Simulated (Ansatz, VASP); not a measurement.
CrO2: VASP beside Ansatz

File INCAR:

```
SYSTEM = CrO2
PREC = Accurate ; ENCUT = 600
EDIFF = 1E-6 ; ISMEAR = -1
SIGMA = 0.05 ; LREAL = .FALSE.
LASPH = .TRUE. ; NELM = 200
ALGO = Normal ; ISIF = 2
LWAVE = .FALSE. ; LCHARG = .TRUE.
ISPIN = 2 ; MAGMOM = 2.1 2.1 0 0 0 0
LORBIT = 11 ; LMAXMIX = 4
LDAU = .TRUE. ; LDAUTYPE = 1
LDAUL = 2 -1 ; LDAUU = 4.9 0
LDAUJ = 0.9 0 ; LDAUPRINT = 1
GGA = PS ; LELF = .TRUE.
LVHAR = .TRUE. ; NBANDS = 37
GGA_COMPAT = .FALSE.
```

KPOINTS

```
Automatic mesh
0
G
  6 6 9
  0 0 0
```

Contents of POSCAR:

```
CrO2
1.0
    4.4713430000      0.0000000000      0.0000000000
    0.0000000000      4.4713430000      0.0000000000
    0.0000000000      0.0000000000      2.9951760000
Cr O
2 4
Direct
    0.0000000000      0.5000000000      0.2384510000
    0.5000000000      0.0000000000      0.7615490000
    0.7017070000      0.2017070000      0.2536240000
    0.2017070000      0.2982930000      0.7463760000
    0.2982930000      0.7982930000      0.2536240000
    0.7982930000      0.7017070000      0.7463760000
```

Input for Ansatz:

```yaml
crystal:
  lattice:
    a: 4.471343
    b: 4.471343
    c: 2.995176
    alpha: 90.0
    beta: 90.0
    gamma: 90.0
  space_group: 113
  setting:
    hermann_mauguin: P-421m
  atoms:
    - { symbol: Cr, position: [0.0, 0.5, 0.238451] }
    - { symbol: O, position: [0.701707, 0.201707, 0.253624] }
kpoints:
  mp_grid:
    grid: [6, 6, 9]
hamiltonian:
  xc: pbesol
  hubbard:
    - { species: Cr, l: d, u: 4.9, j: 0.9 }
magnetization:
  spin_polarized: true
  per_species:
    Cr: 2.1
scf:
  convergence:
    dr2_threshold: 1.0e-08
  occupations:
    method: fermi_dirac
    width: 0.05
output:
  write_density: true
  dos:
    de: 0.05
    projected: true
```

Alike in both runs: task single point; functional PBEsol; k mesh 6 × 6 × 9; occupations fermi-dirac, width 0.05 eV; collinear spin; Hubbard terms Cr d U = 4.9 eV, J = 0.9 eV.

|  | VASP | Ansatz |
| --- | --- | --- |
| version | VASP 6.6.1 | Ansatz 0.2.0 |
| potentials or method | VASP PAW PBE potentials, release 64 (Cr_pv, O) | plane waves, PAW |
| plane-wave cutoff (eV) | 600 | 420 |
| valence electrons in the cell | 48 | 52 |

Ansatz gave:

```
gap on the k mesh at the Fermi level (eV)                     : none
net moment per atom (μB)                                      : 0.67
size of the moment on the site where the two differ most (μB) : 2.03
```

**Question.** What did VASP give for the same quantities?

**Answer.** gap on the k mesh at the Fermi level (eV): none; net moment per atom (μB): 0.67; size of the moment on the site where the two differ most (μB): 2.39.

VASP's potentials were made for PBE, not for PBEsol. Site moments also hang on the region over which each program counts them. The programs project onto different local orbitals, so the same U acts differently, and such runs can settle in different states. A gap of «none» marks a metal or a gap that the smearing closes. VASP's potentials hold 48 valence electrons a cell and Ansatz's 52, so a difference there can come from the potentials and not from the codes. Ansatz's warnings: filled band counts differ across k points.
